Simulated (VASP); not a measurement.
Pt, 1 atom in the cell. The typed cell holds 1 atom: a = 2.743 Å, b = 2.761 Å, c = 2.721 Å, α = 109.34°, β = 109.59°, γ = 109.30°. 

```yaml
Program: VASP 6.6.1
Task: relaxation of cell and atoms
Functional: PBE
Dispersion: D3(BJ)
Potentials_or_basis: VASP PAW PBE potentials, release 64 (Pt)
Cutoff: 600 eV
k_mesh: 12 × 12 × 12
Occupations: fermi-dirac, width 0.05 eV
Spin: no spin polarisation
Dipole_correction: no
Further_INCAR_settings: ALGO = Fast; EDIFF = 1e-06; IBRION = 2; EDIFFG = -0.01; NSW = 60; ISIF = 3
```

Potentials or basis: VASP PAW PBE potentials, release 64 (Pt).

The run is started by

```sh
$ cat potpaw_PBE.64/Pt/POTCAR > POTCAR
$ mpirun -np 1 vasp_std > vasp.out
```

Hardware: 1 thread of Intel Xeon 8259CL (shared host).

**Question.** Estimate the wall time of this run.

**Answer.** Run time: 51 min on 1 thread of Intel Xeon 8259CL (shared host), peak memory 0.42 GiB. Counts: scf iterations 240, k points 868, ion steps 46.
